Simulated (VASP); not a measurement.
# Rb (Fd-3m) in VASP: further runs

The runs below take Rb through single point, with PBE.

All numbers are computed with VASP 6.6.1; they aren't measurements. Logs are shortened: lines on timing, memory, paths and dates and some standing lists are left out, and cuts for length are marked.

## 1. The cell of the first run

It takes space group Fd-3m (No. 227, cubic). The conventional cell has a = 9.962 Å, b = 9.962 Å, c = 9.962 Å, α = 90.00°, β = 90.00°, γ = 90.00°. Within 5.7 Å of Rb (site symmetry -43m) lie 4 Rb at 4.31 Å.

## 2. Single point, PBE (volume scaled by 0.88)

The input, INCAR:

```
PREC     = Accurate       # precision mode
ENCUT    = 520            # plane-wave cutoff, eV
EDIFF    = 1E-6           # SCF threshold, eV
ISMEAR   = -1             # smearing method
SIGMA    = 0.1            # smearing width, eV
LREAL    = F              # projectors in reciprocal space
LASPH    = T              # aspherical terms in the spheres
NELM     = 100            # most SCF steps
ALGO     = Normal         # electronic algorithm
ISIF     = 2              # what is computed and relaxed
LWAVE    = F              # write WAVECAR
LCHARG   = F              # write CHGCAR
GGA      = PE             # functional
NBANDS   = 16             # bands
```

The input, KPOINTS:

```
Automatic mesh
0
Gamma
  6 6 6
```

The input, POSCAR:

```
Rb
1.0
    0.0000000000      4.9811226404      4.9811226404
    4.9811226404      0.0000000000      4.9811226404
    4.9811226404      4.9811226404      0.0000000000
Rb
2
Direct
    0.1250000000      0.1250000000      0.1250000000
    0.8750000000      0.8750000000      0.8750000000
```

Potentials or basis: VASP PAW PBE potentials, release 64 (Rb_sv).

Started as:

```console
$ cat potpaw_PBE.64/Rb_sv/POTCAR > POTCAR
$ mpirun -np 1 vasp_std > vasp.out
```

OUTCAR:

```text
PREC = Accurate
   ENCUT = 520
   EDIFF = 1E-6
   ISMEAR = -1
   LREAL = F
   LASPH = T
   NELM = 100
   ISIF = 2
   GGA = PE

 ion  position               nearest neighbor table
   1  0.125  0.125  0.125-   2 4.31   2 4.31   2 4.31   2 4.31
   2  0.875  0.875  0.875-   1 4.31   1 4.31   1 4.31   1 4.31

  LATTYP: Found a face centered cubic cell.
 ALAT       =     9.9622452808

  Lattice vectors:

 A1 = (   0.0000000000,   4.9811226404,   4.9811226404)
 A2 = (   4.9811226404,   0.0000000000,   4.9811226404)
 A3 = (   4.9811226404,   4.9811226404,   0.0000000000)

Analysis of symmetry for initial positions (statically):
=====================================================================
 Subroutine PRICEL returns:
 Original cell was already a primitive cell.

 Routine SETGRP: Setting up the symmetry group for a
 face centered cubic supercell.

 Subroutine GETGRP returns: Found 48 space group operations
 (whereof 12 operations were pure point group operations)
 out of a pool of 48 trial point group operations.

The static configuration has the point symmetry D_3d.
 The point group associated with its full space group is O_h .

Analysis of symmetry for dynamics (positions and initial velocities):
=====================================================================
 Subroutine PRICEL returns:
 Original cell was already a primitive cell.

 Routine SETGRP: Setting up the symmetry group for a
 face centered cubic supercell.

 Subroutine GETGRP returns: Found 48 space group operations
 (whereof 12 operations were pure point group operations)
 out of a pool of 48 trial point group operations.

The dynamic configuration has the point symmetry D_3d.
 The point group associated with its full space group is O_h .

 Subroutine INISYM returns: Found 48 space group operations
 (whereof 12 operations are pure point group operations),
 and found     1 'primitive' translations

----------------------------------------------------------------------------------------

                                     Primitive cell

  volume of cell :     247.1791

  direct lattice vectors                    reciprocal lattice vectors
     0.000000000  4.981122640  4.981122640    -0.100378978  0.100378978  0.100378978
     4.981122640  0.000000000  4.981122640     0.100378978 -0.100378978  0.100378978
     4.981122640  4.981122640  0.000000000     0.100378978  0.100378978 -0.100378978
[... 72 lines left out ...]
   LASPH  =      T    aspherical Exc in radial PAW
   ENCUT  =  520.0 eV  38.22 Ry    6.18 a.u.  13.10 13.10 13.10*2*pi/ulx,y,z
   NELM   =    100;   NELMIN=  2; NELMDL= -5     # of ELM steps
   EDIFF  = 0.1E-05   stopping-criterion for ELM
   LREAL  =      F    real-space projection
   EDIFFG = 0.1E-04   stopping-criterion for IOM
   NSW    =      0    number of steps for IOM
   IBRION =     -1    ionic relax: 0-MD 1-quasi-New 2-CG
   NFREE  =      0    steps in history (QN), initial steepest desc. (CG)
   ISIF   =      2    stress and relaxation
   ISYM   =      2    0-nonsym 1-usesym 2-fastsym
   POTIM  = 0.5000    time-step for ionic-motion
   TEBEG  =    0.0;   TEEND  =   0.0 temperature during run
   PSTRESS=    0.0 pullay stress
   NELECT =      18.0000    total number of electrons
   NUPDOWN=      -1.0000    fix difference up-down
   EMIN   =  10.00;   EMAX   =-10.00  energy-range for DOS
   EFERMI =   0.00;   METHOD = LEGACY
   ISMEAR =    -1;   SIGMA  =   0.10  broadening in eV -4-tet -1-fermi 0-gaus
   EFERMI_NEDOS =   21; number of points for ismear=-14 and -15
   IALGO  =     38    algorithm
   IMIX   =      4    mixing-type and parameters
     AMIX     =   0.40;   BMIX     =  1.00
     AMIX_MAG =   1.60;   BMIX_MAG =  1.00
  volume/ion in A,a.u.               =     123.59       834.02
  Fermi-wavevector in a.u.,A,eV,Ry     =   0.683642  1.291895  6.358897  0.467366
  Thomas-Fermi vector in A             =   1.763064
   LORBIT       =      0    0 simple, 1 ext, 2 COOP (PROOUT), +10 PAW based schemes
   GGA     = PE    functional components
   LHFCALC =     F    Hartree Fock is set to
   AEXX    =    0.0000 exact exchange contribution
   IVDW    =     0    specifies the selected vdW correction
   LEPSILON=     F    determine dielectric tensor
   LRPA    =     F    only Hartree local field effects (RPA)
 non-spin polarized calculation
  energy-cutoff  :      520.00
  volume of cell :      247.18
 maximum number of plane-waves:      6710
 NGX is ok and might be reduce to    54
   NGX = 27   NGY = 27   NGZ = 27

 number of electron      18.0000000 magnetization

 Free energy of the ion-electron system (eV)
  ---------------------------------------------------
  ext. energy  EPLUGINS =         0.00000000
  ---------------------------------------------------
  free energy    TOTEN  =        -1.36020698 eV

  energy without entropy =       -1.30497110  energy(sigma->0) =       -1.33258904

 E-fermi :  -0.4937     XC(G=0):  -4.6956

 val. band max:       -0.5516146256   @ k =   0.5000   0.0000   0.0000
 cond. band min:      -0.4696587053   @ k =   0.5000   0.5000   0.0000
 fundamental gap:      0.0819559204
 Fermi energy:        -0.4937320987

 k-point     1 :       0.0000    0.0000    0.0000
  band No.  band energies     occupation
      1     -29.8425      2.00000
      2     -29.8216      2.00000
      3     -13.9731      2.00000
      4     -13.9731      2.00000
      5     -13.9731      2.00000
      6     -13.8629      2.00000
[... 281 lines left out ...]
      3     -13.9970      2.00000
      4     -13.9970      2.00000
      5     -13.9194      2.00000
      6     -13.9194      2.00000
[... 8 lines left out ...]
     15       2.2640      0.00000
     16       2.2640      0.00000

------------------------ aborting loop because EDIFF is reached ----------------------------------------

  FORCE on cell =-STRESS in cart. coord.  units (eV):
  Direction    XX          YY          ZZ          XY          YZ          ZX
  --------------------------------------------------------------------------------------
  -------------------------------------------------------------------------------------
  Total        0.2438046      0.2438046      0.2438046     -0.0000000     -0.0000000      0.0000000
  in kB        1.5803045      1.5803045      1.5803045     -0.0000000     -0.0000000      0.0000000
  external PRESSURE =       1.5803045 kB  Pullay stress =       0.0000000 kB

 VOLUME and BASIS-vectors are now :
 -----------------------------------------------------------------------------
  energy-cutoff  :      520.00
  volume of cell :      247.18
      direct lattice vectors                 reciprocal lattice vectors
     0.000000000  4.981122640  4.981122640    -0.100378978  0.100378978  0.100378978
     4.981122640  0.000000000  4.981122640     0.100378978 -0.100378978  0.100378978
     4.981122640  4.981122640  0.000000000     0.100378978  0.100378978 -0.100378978

 POSITION                                       TOTAL-FORCE (eV/Angst)
 -----------------------------------------------------------------------------------
      1.24528      1.24528      1.24528         0.000000      0.000000      0.000000
      8.71696      8.71696      8.71696        -0.000000     -0.000000     -0.000000
 -----------------------------------------------------------------------------------
    total drift:                               -0.000000      0.000000     -0.000000

  FREE ENERGIE OF THE ION-ELECTRON SYSTEM (eV)
  ---------------------------------------------------
  free  energy   TOTEN  =        -1.3602069806 eV

  energy  without entropy=       -1.3049710966  energy(sigma->0) =       -1.33258904
```

Wall time 49 s (1 thread of AMD EPYC 9R45 (Zen 5), shared host); peak memory 0.37 GiB.

What came out:

* Free energy: -1.3602 eV
* Pressure: 0.2 GPa
* Band gap on the k mesh: zero (band 9 reaches -0.35 eV, above the bottom of band 10 at -0.55 eV)

## 3. Single point, PBE (volume scaled by 0.92)

The input, INCAR:

```
PREC = Accurate
ENCUT = 520
EDIFF = 1E-6
ISMEAR = -1
SIGMA = 0.1
LREAL = F
LASPH = T
NELM = 80
ALGO = Normal
ISIF = 2
LWAVE = F
LCHARG = F
GGA = PE
NBANDS = 16
```

The input, KPOINTS:

```
regular mesh
0
Gamma
  6 6 6
```

The input, POSCAR:

```
Rb
1.0
    0.0000000000      5.0554787168      5.0554787168
    5.0554787168      0.0000000000      5.0554787168
    5.0554787168      5.0554787168      0.0000000000
Rb
2
Direct
    0.1250000000      0.1250000000      0.1250000000
    0.8750000000      0.8750000000      0.8750000000
```

Potentials or basis: VASP PAW PBE potentials, release 64 (Rb_sv).

Started as:

```console
$ cat potpaw_PBE.64/Rb_sv/POTCAR > POTCAR
$ mpirun -np 1 vasp_std > vasp.out
```

Run time: 48 s. Hardware: 1 thread of AMD EPYC 9R45 (Zen 5), shared host; peak memory 0.37 GiB.

It converged, with:

```yaml
Free_energy: -1.3692 eV
Pressure: 0.1 GPa
Band_gap_on_the_k_mesh: zero (band 9 reaches -0.44 eV, above the bottom of band 10 at -0.61 eV)
```

Levels at points of the mesh, in eV from the Fermi level:
| k point | band 5 | band 6 | band 7 | band 8 | band 9 | band 10 | band 11 | band 12 | band 13 | band 14 |
| --- | --- | --- | --- | --- | --- | --- | --- | --- | --- | --- |
| (0.00, 0.00, 0.00) | -13.46 | -13.37 | -13.37 | -13.37 | -1.60 | 2.08 | 2.08 | 2.08 | 2.23 | 2.23 |
| (0.50, 0.00, 0.00) | -13.46 | -13.37 | -13.36 | -13.36 | -0.62 | -0.04 | 1.77 | 1.77 | 2.03 | 2.35 |
| (0.50, 0.50, 0.00) | -13.42 | -13.42 | -13.35 | -13.35 | 0.02 | 0.02 | 1.09 | 1.09 | 1.69 | 1.69 |

## 4. Single point, PBE (volume scaled by 0.96)

The input, INCAR:

```
SYSTEM = Rb
PREC     = Accurate       ! precision mode
ENCUT    = 520            ! plane-wave cutoff, eV
EDIFF    = 1E-6           ! SCF threshold, eV
ISMEAR   = -1             ! smearing method
SIGMA    = 0.1            ! smearing width, eV
LREAL    = .FALSE.        ! projectors in reciprocal space
LASPH    = .TRUE.         ! aspherical terms in the spheres
NELM     = 60             ! most SCF steps
ALGO     = Normal         ! electronic algorithm
ISIF     = 2              ! what is computed and relaxed
LWAVE    = .FALSE.        ! write WAVECAR
LCHARG   = .FALSE.        ! write CHGCAR
GGA      = PE             ! functional
NBANDS   = 16             ! bands
```

The input, KPOINTS:

```
Automatic mesh
0
G
  6 6 6
  0 0 0
```

The input, POSCAR:

```
Rb
1.0
    0.0000000000      5.1277096001      5.1277096001
    5.1277096001      0.0000000000      5.1277096001
    5.1277096001      5.1277096001      0.0000000000
Rb
2
Direct
    0.1250000000      0.1250000000      0.1250000000
    0.8750000000      0.8750000000      0.8750000000
```

Started as:

```console
$ cat potpaw_PBE.64/Rb_sv/POTCAR > POTCAR
$ mpirun -np 1 vasp_std > vasp.out
```

Wall time 46 s (1 thread of AMD EPYC 9R45 (Zen 5), shared host); peak memory 0.37 GiB.

It converged, with:

```
Free energy            : -1.3743 eV
Pressure               : 0.0 GPa
Band gap on the k mesh : zero (band 9 reaches -0.53 eV, above the bottom of band 10 at -0.66 eV)
```

Levels at points of the mesh, in eV from the Fermi level:
```tsv
k point	band 6	band 7	band 8	band 9	band 10	band 11	band 12	band 13
(0.00, 0.00, 0.00)	-13.37	-13.37	-13.37	-1.55	2.05	2.05	2.05	2.23
(0.50, 0.00, 0.00)	-13.37	-13.36	-13.36	-0.61	-0.02	1.77	1.77	2.00
(0.50, 0.50, 0.00)	-13.41	-13.35	-13.35	0.01	0.01	1.10	1.10	1.64
```

## 5. Summary

| cell | gap on the mesh (eV) | pressure (GPa) |
| --- | --- | --- |
| a = 7.044 Å, angles 60.0°, 2 atoms | none | 0.2 |
| a = 7.150 Å, angles 60.0°, 2 atoms | none | 0.1 |
| a = 7.252 Å, angles 60.0°, 2 atoms | none | 0.0 |

Alike in all rows: task single point; level PBE; potentials or basis VASP PAW PBE potentials, release 64 (Rb_sv); no spin polarisation; k mesh 6 × 6 × 6; cutoff (eV) 520; smearing fermi-dirac 0.1 eV.

Total energies depend on the potentials used, so only differences within one code and one set of settings carry meaning.
